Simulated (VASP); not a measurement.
A run of VASP 6.6.1 is set up as follows.

Contents of INCAR:

```
PREC = Accurate ; ENCUT = 500
EDIFF = 1E-6 ; ISMEAR = 0
SIGMA = 0.02 ; LREAL = F
LASPH = T ; NELM = 120
ALGO = Normal ; ISIF = 2
LWAVE = F ; LCHARG = F
GGA = PE ; IVDW = 12
NBANDS = 11 ; GGA_COMPAT = F
```

File KPOINTS:

```
regular mesh
0
Gamma
  8 8 8
```

The input POSCAR:

```
AlAs
1.0
    0.0000000000      2.8321860578      2.8321860578
    2.8321860578      0.0000000000      2.8321860578
    2.8321860578      2.8321860578      0.0000000000
Al As
1 1
Direct
    0.0000000000      0.0000000000      0.0000000000
    0.2500000000      0.2500000000      0.2500000000
```

Potentials or basis: VASP PAW PBE potentials, release 64 (Al, As).

Run with:

```bash
$ cat potpaw_PBE.64/Al/POTCAR potpaw_PBE.64/As/POTCAR > POTCAR
$ mpirun -np 1 vasp_std > vasp.out
```

Task: Estimate the pressure.

Result: 0.2 GPa.

Task: Predict the dispersion energy per atom.

Result: -0.317 eV.

Task: Estimate the band gap on the k mesh.

Result: 1.44 eV, indirect (least direct gap 2.05 eV).

A k mesh can miss the band edges. A hybrid or GW would open this gap; PBE tends to underestimate it.
